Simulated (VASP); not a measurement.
# NaF (Pm-3m) in VASP: further runs, part 3 of 3

VASP 6.6.1. Earlier steps stand in the parts before.

### Step 6. Relaxation of cell and atoms, r2SCAN

POSCAR reads:

```
NaF
1.0
    2.8648044011      0.0000000000      0.0000000000
    0.0000000000      2.8648044011      0.0000000000
    0.0000000000      0.0000000000      2.8648044011
Na F
1 1
Direct
    0.0000000000      0.0000000000      0.0000000000
    0.5000000000      0.5000000000      0.5000000000
```

INCAR.step1 reads:

```
PREC = Accurate ; ENCUT = 600
ISMEAR = -1 ; SIGMA = 0.02
LREAL = F ; LASPH = T
NELM = 60 ; GGA = PE
ALGO = Normal ; EDIFF = 1E-4
LWAVE = T ; LCHARG = F
```

INCAR.step2 reads:

```
PREC = Accurate ; ENCUT = 600
EDIFF = 1E-6 ; ISMEAR = -1
SIGMA = 0.02 ; LREAL = F
LASPH = T ; NELM = 60
ALGO = Normal ; ISIF = 3
LWAVE = F ; LCHARG = F
METAGGA = R2SCAN ; LMIXTAU = T
IBRION = 2 ; NSW = 80
EDIFFG = -0.005 ; ISTART = 1
```

KPOINTS reads:

```
regular mesh
0
Gamma
  8 8 8
```

Potentials or basis: VASP PAW PBE potentials, release 64 (Na_pv, F).

On the command line:

```console
> cat potpaw_PBE.64/Na_pv/POTCAR potpaw_PBE.64/F/POTCAR > POTCAR
> cp INCAR.step1 INCAR
> mpirun -np 1 vasp_std > vasp.out
> cp INCAR.step2 INCAR
> mpirun -np 1 vasp_std > vasp.out
```

OUTCAR:

```text
PREC = Accurate
   ENCUT = 600
   EDIFF = 1E-6
   ISMEAR = -1
   LREAL = F
   LASPH = T
   NELM = 60
   ISIF = 3
   METAGGA = R2SCAN
   IBRION = 2
   NSW = 80
   EDIFFG = -0.005
   ISTART = 1

 ion  position               nearest neighbor table
   1  0.000  0.000  0.000-
   2  0.500  0.500  0.500-

  LATTYP: Found a simple cubic cell.
 ALAT       =     2.8648044011

  Lattice vectors:

 A1 = (   2.8648044011,   0.0000000000,   0.0000000000)
 A2 = (   0.0000000000,   2.8648044011,   0.0000000000)
 A3 = (   0.0000000000,   0.0000000000,   2.8648044011)

Analysis of symmetry for initial positions (statically):
=====================================================================
 Subroutine PRICEL returns:
 Original cell was already a primitive cell.

 Routine SETGRP: Setting up the symmetry group for a
 simple cubic supercell.

 Subroutine GETGRP returns: Found 48 space group operations
 (whereof 48 operations were pure point group operations)
 out of a pool of 48 trial point group operations.

The static configuration has the point symmetry O_h .

Analysis of symmetry for dynamics (positions and initial velocities):
=====================================================================
 Subroutine PRICEL returns:
 Original cell was already a primitive cell.

 Routine SETGRP: Setting up the symmetry group for a
 simple cubic supercell.

 Subroutine GETGRP returns: Found 48 space group operations
 (whereof 48 operations were pure point group operations)
 out of a pool of 48 trial point group operations.

The dynamic configuration has the point symmetry O_h .

 Subroutine INISYM returns: Found 48 space group operations
 (whereof 48 operations are pure point group operations),
 and found     1 'primitive' translations

----------------------------------------------------------------------------------------

                                     Primitive cell

  volume of cell :      23.5117

  direct lattice vectors                    reciprocal lattice vectors
     2.864804401  0.000000000  0.000000000     0.349063971  0.000000000  0.000000000
     0.000000000  2.864804401  0.000000000     0.000000000  0.349063971  0.000000000
     0.000000000  0.000000000  2.864804401     0.000000000  0.000000000  0.349063971

  length of vectors
     2.864804401  2.864804401  2.864804401     0.349063971  0.349063971  0.349063971

  position of ions in fractional coordinates (direct lattice)
     0.000000000  0.000000000  0.000000000
     0.500000000  0.500000000  0.500000000

  ion indices of the primitive-cell ions
   primitive index   ion index
                 1           1
                 2           2

----------------------------------------------------------------------------------------

 KPOINTS: regular mesh

Automatic generation of k-mesh.
 Grid dimensions read from file:
 generate k-points for:    8    8    8

 Generating k-lattice:

[... 48 lines left out ...]
   ions per type =               1   1
   NGX,Y,Z   is equivalent  to a cutoff of  13.93, 13.93, 13.93 a.u.
   NGXF,Y,Z  is equivalent  to a cutoff of  27.85, 27.85, 27.85 a.u.
 SYSTEM =  unknown system
   PREC   = accura    normal or accurate (medium, high low for compatibility)
   ISTART =      1    job   : 0-new  1-cont  2-samecut
   ICHARG =      0    charge: 1-file 2-atom 10-const
   ISPIN  =      1    spin polarized calculation?
   LNONCOLLINEAR =      F non collinear calculations
   LSORBIT =      F    spin-orbit coupling
   LASPH  =      T    aspherical Exc in radial PAW
   ENCUT  =  600.0 eV  44.10 Ry    6.64 a.u.   5.72  5.72  5.72*2*pi/ulx,y,z
   NELM   =     60;   NELMIN=  2; NELMDL=  0     # of ELM steps
   EDIFF  = 0.1E-05   stopping-criterion for ELM
   LREAL  =      F    real-space projection
   EDIFFG = -.5E-02   stopping-criterion for IOM
   NSW    =     80    number of steps for IOM
   IBRION =      2    ionic relax: 0-MD 1-quasi-New 2-CG
   NFREE  =      1    steps in history (QN), initial steepest desc. (CG)
   ISIF   =      3    stress and relaxation
   ISYM   =      2    0-nonsym 1-usesym 2-fastsym
   POTIM  = 0.5000    time-step for ionic-motion
   TEBEG  =    0.0;   TEEND  =   0.0 temperature during run
   PSTRESS=    0.0 pullay stress
   NELECT =      14.0000    total number of electrons
   NUPDOWN=      -1.0000    fix difference up-down
   EMIN   =  10.00;   EMAX   =-10.00  energy-range for DOS
   EFERMI =   0.00;   METHOD = LEGACY
   ISMEAR =    -1;   SIGMA  =   0.02  broadening in eV -4-tet -1-fermi 0-gaus
   EFERMI_NEDOS =   21; number of points for ismear=-14 and -15
   IALGO  =     38    algorithm
   IMIX   =      4    mixing-type and parameters
     AMIX     =   0.40;   BMIX     =  1.00
     AMIX_MAG =   1.60;   BMIX_MAG =  1.00
  volume/ion in A,a.u.               =      11.76        79.33
  Fermi-wavevector in a.u.,A,eV,Ry     =   1.377281  2.602684 25.808929  1.896903
  Thomas-Fermi vector in A             =   2.502449
   LORBIT       =      0    0 simple, 1 ext, 2 COOP (PROOUT), +10 PAW based schemes
   METAGGA = R2SCAN    functional components
   LHFCALC =     F    Hartree Fock is set to
   AEXX    =    0.0000 exact exchange contribution
   IVDW    =     0    specifies the selected vdW correction
   LEPSILON=     F    determine dielectric tensor
   LRPA    =     F    only Hartree local field effects (RPA)
 conjugate gradient relaxation of ions
 non-spin polarized calculation
  energy-cutoff  :      600.00
  volume of cell :       23.51
 maximum number of plane-waves:       804
 NGX is ok and might be reduce to    24
   NGX = 11   NGY = 11   NGZ = 11

--------------------------------------- Ionic step        1  -------------------------------------------

 number of electron      13.9999995 magnetization

 Free energy of the ion-electron system (eV)
  ---------------------------------------------------
  ext. energy  EPLUGINS =         0.00000000
  ---------------------------------------------------
  free energy    TOTEN  =       -12.28962216 eV

  energy without entropy =      -12.28962216  energy(sigma->0) =      -12.28962216

------------------------ aborting loop because EDIFF is reached ----------------------------------------

  FORCE on cell =-STRESS in cart. coord.  units (eV):
  Direction    XX          YY          ZZ          XY          YZ          ZX
  --------------------------------------------------------------------------------------
  -------------------------------------------------------------------------------------
  Total       -0.6879327     -0.6879327     -0.6879327     -0.0000000     -0.0000000      0.0000000
  in kB      -46.8782744    -46.8782744    -46.8782744     -0.0000000     -0.0000000      0.0000000
  external PRESSURE =     -46.8782744 kB  Pullay stress =       0.0000000 kB
[... 131 lines left out ...]
--------------------------------------- Ionic step        5  -------------------------------------------

 number of electron      14.0000003 magnetization

 Free energy of the ion-electron system (eV)
  ---------------------------------------------------
  ext. energy  EPLUGINS =         0.00000000
  ---------------------------------------------------
  free energy    TOTEN  =       -12.32436943 eV

  energy without entropy =      -12.32436943  energy(sigma->0) =      -12.32436943

 E-fermi :  -0.7056     XC(G=0): -10.6968

 val. band max:       -1.1369003504   @ k =   0.5000   0.5000   0.0000
 cond. band min:       6.1133069311   @ k =   0.0000   0.0000   0.0000
 fundamental gap:      7.2502072815
 Fermi energy:        -0.7055998540

 k-point     1 :       0.0000    0.0000    0.0000
  band No.  band energies     occupation
      1     -22.2085      2.00000
      2     -21.7350      2.00000
      3     -21.7350      2.00000
      4     -21.7350      2.00000
      5      -1.4831      2.00000
      6      -1.4831      2.00000
      7      -1.4831      2.00000
      8       6.1133      0.00000
      9      15.4318      0.00000
     10      15.4318      0.00000
     11      24.8224      0.00000
[... 309 lines left out ...]
 k-point    24 :       0.5000    0.3750    0.1250
  band No.  band energies     occupation
      1     -22.1565      2.00000
      2     -21.9325      2.00000
      3     -21.7201      2.00000
      4     -21.4741      2.00000
      5      -3.1493      2.00000
      6      -2.8208      2.00000
      7      -1.4532      2.00000
      8      12.3340      0.00000
      9      14.1537      0.00000
     10      15.7344      0.00000
     11      17.6310      0.00000

 [... further k-points ...]

------------------------ aborting loop because EDIFF is reached ----------------------------------------

  FORCE on cell =-STRESS in cart. coord.  units (eV):
  Direction    XX          YY          ZZ          XY          YZ          ZX
  --------------------------------------------------------------------------------------
  -------------------------------------------------------------------------------------
  Total       -0.0036079     -0.0036079     -0.0036079      0.0000000     -0.0000000      0.0000000
  in kB       -0.2701484     -0.2701484     -0.2701484      0.0000000     -0.0000000      0.0000000
  external PRESSURE =      -0.2701484 kB  Pullay stress =       0.0000000 kB
[... 17 lines left out ...]
  FREE ENERGIE OF THE ION-ELECTRON SYSTEM (eV)
  ---------------------------------------------------
  free  energy   TOTEN  =       -12.3243694304 eV

  energy  without entropy=      -12.3243694304  energy(sigma->0) =      -12.32436943

 reached required accuracy - stopping structural energy minimisation
```

OUTCAR.step1:

```text
PREC = Accurate
   ENCUT = 600
   ISMEAR = -1
   LREAL = F
   LASPH = T
   NELM = 60
[... 555 lines left out ...]
 -----------------------------------------------------------------------------------
      0.00000      0.00000      0.00000         0.000000      0.000000      0.000000
      1.43240      1.43240      1.43240         0.000000      0.000000      0.000000
 -----------------------------------------------------------------------------------
    total drift:                                0.000000      0.000000     -0.000000

  FREE ENERGIE OF THE ION-ELECTRON SYSTEM (eV)
  ---------------------------------------------------
  free  energy   TOTEN  =        -8.2554706562 eV

  energy  without entropy=       -8.2554706562  energy(sigma->0) =       -8.25547066
```

OSZICAR.step1:

```text
N       E                     dE             d eps       ncg     rms          rms(c)
DAV:   1     0.119477628199E+03    0.11948E+03   -0.88330E+03   787   0.173E+03
DAV:   2    -0.224232507899E+01   -0.12172E+03   -0.11147E+03   834   0.391E+02
DAV:   3    -0.909107804185E+01   -0.68488E+01   -0.68255E+01   875   0.933E+01
DAV:   4    -0.915813324650E+01   -0.67055E-01   -0.67045E-01   863   0.971E+00
DAV:   5    -0.915883830298E+01   -0.70506E-03   -0.70505E-03   877   0.102E+00    0.519E+00
DAV:   6    -0.829854008240E+01    0.86030E+00   -0.33046E+00   887   0.179E+01    0.178E+00
DAV:   7    -0.826980006964E+01    0.28740E-01   -0.35433E-02   793   0.356E+00    0.103E+00
DAV:   8    -0.825498896005E+01    0.14811E-01   -0.27972E-02   791   0.511E+00    0.141E-01
DAV:   9    -0.825566684543E+01   -0.67789E-03   -0.54780E-03   866   0.859E-01    0.113E-01
DAV:  10    -0.825547720966E+01    0.18964E-03   -0.13067E-03   827   0.403E-01    0.195E-02
DAV:  11    -0.825547065620E+01    0.65535E-05   -0.50992E-05   415   0.147E-01
   1 F= -.82554707E+01 E0= -.82554707E+01  d E =-.101778E-10
```

Run time: 2.4 min. Hardware: 1 thread of Oxide Virtual Turin-like, shared host; peak memory 0.11 GiB.

Results:

```yaml
Free_energy: -12.3244 eV
Relaxed_volume: 10.70 Å³/atom
Relaxed_cell: a = 2.776 Å, b = 2.776 Å, c = 2.776 Å, α = 90.00°, β = 90.00°, γ = 90.00°
Space_group_after_relaxing_to_0.05_Å: Pm-3m (No. 221)
Energy_gained_by_relaxing: 17.4 meV/atom
Ionic_steps: 5
Pressure_after_relaxing: 0.0 GPa
Band_gap_on_the_k_mesh: 7.25 eV, indirect (least direct gap 7.60 eV)
```

The path:
```csv
step,energy change (eV),largest force (eV/Å),pressure (GPa),volume (Å³)
1,0.0000,0.0000,-4.69,23.51
2,-0.0265,0.0000,-2.39,22.36
3,-0.0338,0.0000,-0.82,21.68
4,-0.0348,0.0000,0.14,21.35
5,-0.0347,0.0000,-0.03,21.40
```

Final structure:
```
Na F
1.0
     2.77623    0.00000    0.00000
     0.00000    2.77623    0.00000
     0.00000    0.00000    2.77623
Na F
1 1
Direct
  0.00000 0.00000 0.00000
  0.50000 0.50000 0.50000
```

Caveat: the PAW data sets were made with another functional, which shifts forces and pressure a little.

### Step 7. The runs side by side

```tsv
task	level	potentials or basis	cell	k mesh	cutoff (eV)	smearing	grid for exact exchange (PRECFOCK)	screening parameter	gap on the mesh (eV)	pressure (GPa)	relaxed volume (Å³/atom)
relaxation of cell and atoms	LDA	VASP PAW LDA potentials, release 64 (Na_pv, F)	relaxed from a = 2.865 Å, 2 atoms	8 × 8 × 8	600	fermi-dirac 0.02 eV	-	-	6.21	0.0	10.22
single point	HSE06	VASP PAW PBE potentials, release 64 (Na_pv, F)	a = 2.822 Å, 2 atoms	6 × 6 × 6	520	fermi-dirac 0.02 eV	Normal	0.2079 1/Å	8.08	0.1	-
single point	r2SCAN0	VASP PAW PBE potentials, release 64 (Na_pv, F)	a = 2.793 Å, 2 atoms	6 × 6 × 6	520	gaussian 0.01 eV	Normal	-	9.73	-1.7	-
single point	HF	VASP PAW PBE potentials, release 64 (Na_pv, F)	a = 2.793 Å, 2 atoms	6 × 6 × 6	520	gaussian 0.01 eV	Normal	-	18.42	1.7	-
relaxation of cell and atoms	r2SCAN	VASP PAW PBE potentials, release 64 (Na_pv, F)	relaxed from a = 2.865 Å, 2 atoms	8 × 8 × 8	600	fermi-dirac 0.02 eV	-	-	7.25	0.0	10.70
```

Alike in all rows: no spin polarisation.

Caveats: the PAW data sets were made with another functional, which shifts forces and pressure a little (some runs).

Total energies depend on the potentials used, so only differences within one code and one set of settings carry meaning.
